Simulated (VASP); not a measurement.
# CoO (I4/mmm) in VASP: further runs

CoO is run at these levels: LDA+U; tasks: single point.

Program: VASP 6.6.1. These are calculated values, not measurements. Logs are shortened: lines on timing, memory, paths and dates and some standing lists are left out, and cuts for length are marked.

### 1 The cell of the first run

The structure is tetragonal, space group I4/mmm (No. 139). The conventional cell has a = 3.016 Å, b = 3.016 Å, c = 4.214 Å, α = 90.00°, β = 90.00°, γ = 90.00°. Co (site symmetry 4/mmm) has 6 O at 2.11 to 2.13 Å within 2.8 Å. O (site symmetry 4/mmm) has 6 Co at 2.11 to 2.13 Å within 2.8 Å.

### 2 Single point, LDA+U, collinear spin, ferromagnetic start

Contents of INCAR:

```
PREC = Accurate ; ENCUT = 600
EDIFF = 1E-6 ; ISMEAR = 1
SIGMA = 0.15 ; LREAL = F
LASPH = T ; NELM = 200
ALGO = Normal ; ISIF = 2
LWAVE = F ; LCHARG = T
ISPIN = 2 ; MAGMOM = 2.5 0
LORBIT = 11 ; LMAXMIX = 4
LDAU = T ; LDAUTYPE = 2
LDAUL = 2 -1 ; LDAUU = 2 0
LDAUJ = 0 0 ; LDAUPRINT = 1
GGA = CA ; LELF = T
LVHAR = T ; NBANDS = 18
GGA_COMPAT = F
```

Contents of KPOINTS:

```
Automatic mesh
0
Gamma
  13 13 13
```

Contents of POSCAR:

```
CoO
1.0
   -1.5080000000      1.5080000000      2.1072475000
    1.5080000000     -1.5080000000      2.1072475000
    1.5080000000      1.5080000000     -2.1072475000
Co O
1 1
Direct
    0.0000000000      0.0000000000      0.0000000000
    0.5000000000      0.5000000000      0.0000000000
```

Potentials or basis: VASP PAW LDA potentials, release 64 (Co, O).

Command:

```bash
$ cat potpaw_LDA.64/Co/POTCAR potpaw_LDA.64/O/POTCAR > POTCAR
$ mpirun -np 1 vasp_std > vasp.out
```

OUTCAR:

```text
PREC = Accurate
   ENCUT = 600
   EDIFF = 1E-6
   ISMEAR = 1
   LREAL = F
   LASPH = T
   NELM = 200
   ISIF = 2
   ISPIN = 2
   LORBIT = 11
   GGA = CA

 ion  position               nearest neighbor table
   1  0.000  0.000  0.000-   2 2.11   2 2.11   2 2.13   2 2.13   2 2.13   2 2.13
   2  0.500  0.500  0.000-   1 2.11   1 2.11   1 2.13   1 2.13   1 2.13   1 2.13

  LATTYP: Found a body centered tetragonal cell.
 ALAT       =     3.0160000000
 C/A-ratio  =     1.3973789788

  Lattice vectors:

 A1 = (  -1.5080000000,   1.5080000000,   2.1072475000)
 A2 = (   1.5080000000,  -1.5080000000,   2.1072475000)
 A3 = (   1.5080000000,   1.5080000000,  -2.1072475000)

Analysis of symmetry for initial positions (statically):
=====================================================================
 Subroutine PRICEL returns:
 Original cell was already a primitive cell.

 Routine SETGRP: Setting up the symmetry group for a
 body centered tetragonal supercell.

 Subroutine GETGRP returns: Found 16 space group operations
 (whereof 16 operations were pure point group operations)
 out of a pool of 16 trial point group operations.

The static configuration has the point symmetry D_4h.

Analysis of symmetry for dynamics (positions and initial velocities):
=====================================================================
 Subroutine PRICEL returns:
 Original cell was already a primitive cell.

 Routine SETGRP: Setting up the symmetry group for a
 body centered tetragonal supercell.

 Subroutine GETGRP returns: Found 16 space group operations
 (whereof 16 operations were pure point group operations)
 out of a pool of 16 trial point group operations.

The dynamic configuration has the point symmetry D_4h.

Analysis of structural, dynamic, and magnetic symmetry:
=====================================================================
 Subroutine PRICEL returns:
 Original cell was already a primitive cell.

 Routine SETGRP: Setting up the symmetry group for a
 body centered tetragonal supercell.

 Subroutine GETGRP returns: Found 16 space group operations
 (whereof 16 operations were pure point group operations)
 out of a pool of 16 trial point group operations.

The overall configuration has the point symmetry D_4h.

 Subroutine INISYM returns: Found 16 space group operations
 (whereof 16 operations are pure point group operations),
 and found     1 'primitive' translations

----------------------------------------------------------------------------------------

                                     Primitive cell

  volume of cell :      19.1681

  direct lattice vectors                    reciprocal lattice vectors
    -1.508000000  1.508000000  2.107247500     0.000000000  0.331564987  0.237276352
     1.508000000 -1.508000000  2.107247500     0.331564987  0.000000000  0.237276352
     1.508000000  1.508000000 -2.107247500     0.331564987  0.331564987  0.000000000

  length of vectors
     2.998102738  2.998102738  2.998102738     0.407719766  0.407719766  0.468903701

  position of ions in fractional coordinates (direct lattice)
     0.000000000  0.000000000  0.000000000
     0.500000000  0.500000000  0.000000000

  ion indices of the primitive-cell ions
   primitive index   ion index
                 1           1
                 2           2

----------------------------------------------------------------------------------------

 KPOINTS: Automatic mesh

Automatic generation of k-mesh.
 Grid dimensions read from file:
 generate k-points for:   13   13   13

 Generating k-lattice:

  Cartesian coordinates                     Fractional coordinates (reciprocal lattice)
     0.000000000  0.025504999  0.018252027     0.076923077  0.000000000 -0.000000000
     0.025504999  0.000000000  0.018252027     0.000000000  0.076923077 -0.000000000
     0.025504999  0.025504999  0.000000000     0.000000000  0.000000000  0.076923077

  Length of vectors
     0.031363059  0.031363059  0.036069515

  Shift w.r.t. Gamma in fractional coordinates (k-lattice)
     0.000000000  0.000000000  0.000000000

 Subroutine IBZKPT returns following result:
 ===========================================

 Found    196 irreducible k-points:

 Following reciprocal coordinates:
            Coordinates               Weight
  0.000000  0.000000  0.000000      1.000000
  0.076923 -0.000000  0.000000      8.000000
  0.153846  0.000000  0.000000      8.000000
  0.230769 -0.000000  0.000000      8.000000
  0.307692  0.000000  0.000000      8.000000
  0.384615 -0.000000  0.000000      8.000000
[... 16 lines left out ...]
  0.384615  0.153846  0.000000     16.000000
  0.461538  0.153846  0.000000     16.000000
 [... further k-points ...]
   k-points           NKPTS =    196   k-points in BZ     NKDIM =    196   number of bands    NBANDS=     18
   number of dos      NEDOS =    301   number of ions     NIONS =      2
   total plane-waves  NPLWV =  13824
   dimension x,y,z NGX =    24 NGY =   24 NGZ =   24
   dimension x,y,z NGXF=    48 NGYF=   48 NGZF=   48
   ions per type =               1   1
   NGX,Y,Z   is equivalent  to a cutoff of  13.31, 13.31, 13.31 a.u.
   NGXF,Y,Z  is equivalent  to a cutoff of  26.62, 26.62, 26.62 a.u.
 SYSTEM =  unknown system
   PREC   = accura    normal or accurate (medium, high low for compatibility)
   ISTART =      0    job   : 0-new  1-cont  2-samecut
   ICHARG =      2    charge: 1-file 2-atom 10-const
   ISPIN  =      2    spin polarized calculation?
   LNONCOLLINEAR =      F non collinear calculations
   LSORBIT =      F    spin-orbit coupling
   LASPH  =      T    aspherical Exc in radial PAW
   ENCUT  =  600.0 eV  44.10 Ry    6.64 a.u.   5.99  5.99  5.99*2*pi/ulx,y,z
   NELM   =    200;   NELMIN=  2; NELMDL= -5     # of ELM steps
   EDIFF  = 0.1E-05   stopping-criterion for ELM
   LREAL  =      F    real-space projection
   EDIFFG = 0.1E-04   stopping-criterion for IOM
   NSW    =      0    number of steps for IOM
   IBRION =     -1    ionic relax: 0-MD 1-quasi-New 2-CG
   NFREE  =      0    steps in history (QN), initial steepest desc. (CG)
   ISIF   =      2    stress and relaxation
   ISYM   =      2    0-nonsym 1-usesym 2-fastsym
   POTIM  = 0.5000    time-step for ionic-motion
   TEBEG  =    0.0;   TEEND  =   0.0 temperature during run
   PSTRESS=    0.0 pullay stress
   NELECT =      15.0000    total number of electrons
   NUPDOWN=      -1.0000    fix difference up-down
   EMIN   =  10.00;   EMAX   =-10.00  energy-range for DOS
   EFERMI =   0.00;   METHOD = LEGACY
   ISMEAR =     1;   SIGMA  =   0.15  broadening in eV -4-tet -1-fermi 0-gaus
   EFERMI_NEDOS =   21; number of points for ismear=-14 and -15
   IALGO  =     38    algorithm
   IMIX   =      4    mixing-type and parameters
     AMIX     =   0.40;   BMIX     =  1.00
     AMIX_MAG =   1.60;   BMIX_MAG =  1.00
  volume/ion in A,a.u.               =       9.58        64.68
  Fermi-wavevector in a.u.,A,eV,Ry     =   1.508618  2.850874 30.965869  2.275927
  Thomas-Fermi vector in A             =   2.619048
   LORBIT       =     11    0 simple, 1 ext, 2 COOP (PROOUT), +10 PAW based schemes
 LDA+U is selected, type is set to LDAUTYPE =  2
   angular momentum for each species LDAUL =     2   -1
   U (eV)           for each species LDAUU =   2.0  0.0
   J (eV)           for each species LDAUJ =   0.0  0.0
   GGA     = CA    functional components
   LHFCALC =     F    Hartree Fock is set to
   AEXX    =    0.0000 exact exchange contribution
   IVDW    =     0    specifies the selected vdW correction
   LEPSILON=     F    determine dielectric tensor
   LRPA    =     F    only Hartree local field effects (RPA)
 spin polarized calculation
 Methfessel and Paxton  Order N= 1 SIGMA  =   0.15
  energy-cutoff  :      600.00
  volume of cell :       19.17
 maximum number of plane-waves:       652
   NGX = 11   NGY = 11   NGZ = 11

atom =   1  type =  1  l = 2

 onsite density matrix

spin component  1

  1.0054  0.0000 -0.0000  0.0000  0.0000
  0.0000  0.9639  0.0000  0.0000  0.0000
 -0.0000  0.0000  1.0089 -0.0000  0.0000
  0.0000  0.0000 -0.0000  0.9639 -0.0000
  0.0000  0.0000  0.0000 -0.0000  0.9602

spin component  2

  0.1645 -0.0000  0.0000 -0.0000 -0.0000
 -0.0000  0.4928  0.0000 -0.0000  0.0000
  0.0000  0.0000  0.1930 -0.0000 -0.0000
 -0.0000 -0.0000 -0.0000  0.4928 -0.0000
 -0.0000  0.0000 -0.0000 -0.0000  0.9402

 occupancies and eigenvectors

  o =  0.1645  v =  0.0000  0.0000  0.0000  0.0000  0.0000  1.0000  0.0000 -0.0000  0.0000  0.0000      0.0000  0.0000  0.0000  0.0000  0.0000  0.0000  0.0000  0.0000  0.0000  0.0000
  o =  0.1930  v =  0.0000  0.0000  0.0000  0.0000  0.0000 -0.0000  0.0000 -1.0000  0.0000 -0.0000      0.0000  0.0000  0.0000  0.0000  0.0000  0.0000  0.0000  0.0000  0.0000  0.0000
  o =  0.4928  v =  0.0000  0.0000  0.0000  0.0000  0.0000 -0.0000  0.1977  0.0000  0.9803  0.0000      0.0000  0.0000  0.0000  0.0000  0.0000  0.0000  0.0000  0.0000  0.0000  0.0000
  o =  0.4928  v =  0.0000  0.0000  0.0000  0.0000  0.0000  0.0000  0.9803  0.0000 -0.1977 -0.0000      0.0000  0.0000  0.0000  0.0000  0.0000  0.0000  0.0000  0.0000  0.0000  0.0000
  o =  0.9402  v =  0.0000  0.0000  0.0000  0.0000  0.0000  0.0000 -0.0000  0.0000  0.0000 -1.0000      0.0000  0.0000  0.0000  0.0000  0.0000  0.0000  0.0000  0.0000  0.0000  0.0000
  o =  0.9602  v =  0.0000  0.0000 -0.0000 -0.0000  1.0000  0.0000  0.0000  0.0000  0.0000  0.0000      0.0000  0.0000  0.0000  0.0000  0.0000  0.0000  0.0000  0.0000  0.0000  0.0000
  o =  0.9639  v =  0.0000 -0.9749 -0.0000  0.2228  0.0000  0.0000  0.0000  0.0000  0.0000  0.0000      0.0000  0.0000  0.0000  0.0000  0.0000  0.0000  0.0000  0.0000  0.0000  0.0000
  o =  0.9639  v =  0.0000 -0.2228 -0.0000 -0.9749  0.0000  0.0000  0.0000  0.0000  0.0000  0.0000      0.0000  0.0000  0.0000  0.0000  0.0000  0.0000  0.0000  0.0000  0.0000  0.0000
  o =  1.0054  v =  1.0000  0.0000  0.0000  0.0000  0.0000  0.0000  0.0000  0.0000  0.0000  0.0000      0.0000  0.0000  0.0000  0.0000  0.0000  0.0000  0.0000  0.0000  0.0000  0.0000
  o =  1.0089  v =  0.0000  0.0000 -1.0000  0.0000 -0.0000  0.0000  0.0000  0.0000  0.0000  0.0000      0.0000  0.0000  0.0000  0.0000  0.0000  0.0000  0.0000  0.0000  0.0000  0.0000

 number of electron      15.0000006 magnetization       3.0016317

 Free energy of the ion-electron system (eV)
  ---------------------------------------------------
  ext. energy  EPLUGINS =         0.00000000
  ---------------------------------------------------
  free energy    TOTEN  =       -13.56842496 eV

  energy without entropy =      -13.57092198  energy(sigma->0) =      -13.56925730

 E-fermi :   7.5354     XC(G=0): -12.9218

 val. band max:        7.5341884426   @ k =   0.4615   0.0769   0.0000
 cond. band min:       7.5381010582   @ k =  -0.0769   0.4615   0.0769
 fundamental gap:      0.0039126155
 Fermi energy:         7.5354108725

 spin component 1

 k-point     1 :       0.0000    0.0000    0.0000
  band No.  band energies     occupation
      1     -12.2249      1.00000
      2       3.2592      1.00000
      3       3.3969      1.00000
      4       3.3969      1.00000
      5       3.6901      1.00000
      6       4.2100      1.00000
[... 10 lines left out ...]
     17      29.1672      0.00000
     18      31.5054      0.00000
[... 463 lines left out ...]
 k-point    24 :       0.4615    0.1538    0.0000
  band No.  band energies     occupation
      1     -10.8697      1.00000
      2      -0.3127      1.00000
      3       1.1180      1.00000
      4       1.3100      1.00000
      5       4.0689      1.00000
      6       4.4192      1.00000
[... 10 lines left out ...]
     17      34.6462      0.00000
     18      36.0031      0.00000

 [... further k-points ...]

 spin component 2

 k-point     1 :       0.0000    0.0000    0.0000
  band No.  band energies     occupation
      1     -11.7167      1.00000
      2       5.1234      1.00000
      3       5.2316      1.00000
      4       5.2316      1.00000
      5       5.8836      1.00000
      6       6.4953      1.00000
[... 10 lines left out ...]
     17      30.1296      0.00000
     18      33.7421      0.00000
[... 463 lines left out ...]
 k-point    24 :       0.4615    0.1538    0.0000
  band No.  band energies     occupation
      1     -10.3019      1.00000
      2       0.4137      1.00000
      3       2.8269      1.00000
      4       3.1866      1.00000
      5       6.9448      1.00000
      6       7.3736      1.03147
[... 10 lines left out ...]
     17      35.0669      0.00000
     18      36.9189      0.00000

 [... further k-points ...]
[... 5 lines left out ...]
  --------------------------------------------------------------------------------------
  -------------------------------------------------------------------------------------
  Total       -1.6593262     -1.6593262     -2.6146736      0.0000000     -0.0000000      0.0000000
  in kB     -138.6960618   -138.6960618   -218.5495155      0.0000000     -0.0000000      0.0000000
  external PRESSURE =    -165.3138797 kB  Pullay stress =       0.0000000 kB

 VOLUME and BASIS-vectors are now :
 -----------------------------------------------------------------------------
  energy-cutoff  :      600.00
  volume of cell :       19.17
      direct lattice vectors                 reciprocal lattice vectors
    -1.508000000  1.508000000  2.107247500     0.000000000  0.331564987  0.237276352
     1.508000000 -1.508000000  2.107247500     0.331564987  0.000000000  0.237276352
     1.508000000  1.508000000 -2.107247500     0.331564987  0.331564987  0.000000000

 POSITION                                       TOTAL-FORCE (eV/Angst)
 -----------------------------------------------------------------------------------
      0.00000      0.00000      0.00000        -0.000000      0.000000      0.000000
      0.00000      0.00000      2.10725         0.000000     -0.000000      0.000000
 -----------------------------------------------------------------------------------
    total drift:                               -0.000000      0.000000     -0.000000

  FREE ENERGIE OF THE ION-ELECTRON SYSTEM (eV)
  ---------------------------------------------------
  free  energy   TOTEN  =       -13.5684249617 eV

  energy  without entropy=      -13.5709219812  energy(sigma->0) =      -13.56925730

 total charge

# of ion       s       p       d       tot
------------------------------------------
    1        0.305   0.372   7.161   7.838
    2        1.537   3.418   0.000   4.955
--------------------------------------------------
tot          1.842   3.791   7.161  12.793

 magnetization (x)

# of ion       s       p       d       tot
------------------------------------------
    1        0.019   0.018   2.619   2.655
    2        0.027   0.274   0.000   0.301
--------------------------------------------------
tot          0.046   0.292   2.619   2.956
```

Wall time 51 s (1 thread of Intel Xeon 6975P-C (Granite Rapids), shared host); peak memory 0.23 GiB.

Results:

```yaml
Free_energy: -13.5684 eV
Pressure: -16.5 GPa
Band_gap_on_the_k_mesh: zero (filled and empty bands overlap)
Net_moment: 3.00 μB per cell
Site_moments: Co +2.65; O +0.30 μB
Valence_electrons_inside_the_program's_atomic_spheres: Co 7.84; O 4.96
```

Stress tensor (GPa, compression positive):
```
-13.87   0.00   0.00
  0.00 -13.87   0.00
  0.00   0.00 -21.85
```

Eigenvalues of the final occupation matrices:
| site | spin | trace | eigenvalues |
| --- | --- | --- | --- |
| site 1 d | 1 | 4.90 | 0.96 0.96 0.96 1.01 1.01 |
| site 1 d | 2 | 2.28 | 0.16 0.19 0.49 0.49 0.94 |

Caveat: the stress differs along the axes, from -22 to -14 GPa; a cell with one magnetic atom can't hold antiferromagnetic order, which such compounds often take. The state reached can hang on the start; a lower one may exist.

(Continued in part 2 of 2.)
